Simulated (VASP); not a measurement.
Runs of VASP 6.6.1 on Ge. The structure is that of space group P6_3mc (No. 186), or close to it. The cells are those of the table. 

| cell | gap on the mesh (eV) | pressure (GPa) | largest force (eV/Å) |
| --- | --- | --- | --- |
| a = 4.050, b = 4.050, c = 10.993 Å, angles 90.0, 90.0, 120.0°, 4 atoms | 0.73 | -1.6 | 0.17 |
| a = 3.881, b = 3.881, c = 10.535 Å, angles 90.0, 90.0, 120.0°, 4 atoms | 0.83 | 2.9 | 0.20 |
| a = 3.939, b = 3.939, c = 10.692 Å, angles 90.0, 90.0, 120.0°, 4 atoms | 0.87 | 1.0 | 0.05 |
| a = 3.996, b = 3.996, c = 10.845 Å, angles 90.0, 90.0, 120.0°, 4 atoms | 0.86 | (a) | 0.07 |
| a = 4.156, b = 4.156, c = 11.279 Å, angles 90.0, 90.0, 120.0°, 4 atoms | 0.33 | (b) | 0.33 |

Alike in all rows: task single point; level PBEsol; potentials or basis VASP PAW PBE potentials, release 64 (Ge_d); no spin polarisation; k mesh 7 × 7 × 2; cutoff (eV) 520; smearing gaussian 0.15 eV.

Fill in the values left out.

(a) -0.5; (b) -3.2.

Caveats: the PAW data sets were made with another functional, which shifts forces and pressure a little.

A k mesh can miss the band edges, and the runs leave out spin-orbit coupling on Ge.
